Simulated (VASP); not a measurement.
C, 8 atoms in the cell. The cell holds a slab with vacuum, 8 atoms: a = 2.465 Å, b = 2.465 Å, c = 46.222 Å, α = 90.00°, β = 90.00°, γ = 120.00°. 

```yaml
Program: VASP 6.6.1
Task: single point
Functional: PBE
Dispersion: D3(BJ)
Potentials_or_basis: VASP PAW PBE potentials, release 64 (C)
Cutoff: 520 eV
k_mesh: 18 × 18 × 1
Occupations: gaussian, width 0.1 eV
Spin: no spin polarisation
Dipole_correction: yes
Further_INCAR_settings: ALGO = Normal; EDIFF = 1e-07; NBANDS = 26
```

Potentials or basis: VASP PAW PBE potentials, release 64 (C).

Launch:

```bash
$ cat potpaw_PBE.64/C/POTCAR > POTCAR
$ mpirun -np 1 vasp_std > vasp.out
```

Hardware: 1 thread of AMD EPYC 9R45 96-Core Processor (Zen 5), with other jobs on the host.

Task: How long does it take, and how much memory?

Result: It took 3.7 min on 1 thread of AMD EPYC 9R45 96-Core Processor (Zen 5), with other jobs on the host, peak memory 0.39 GiB. Counts: scf iterations 25, k points 37.
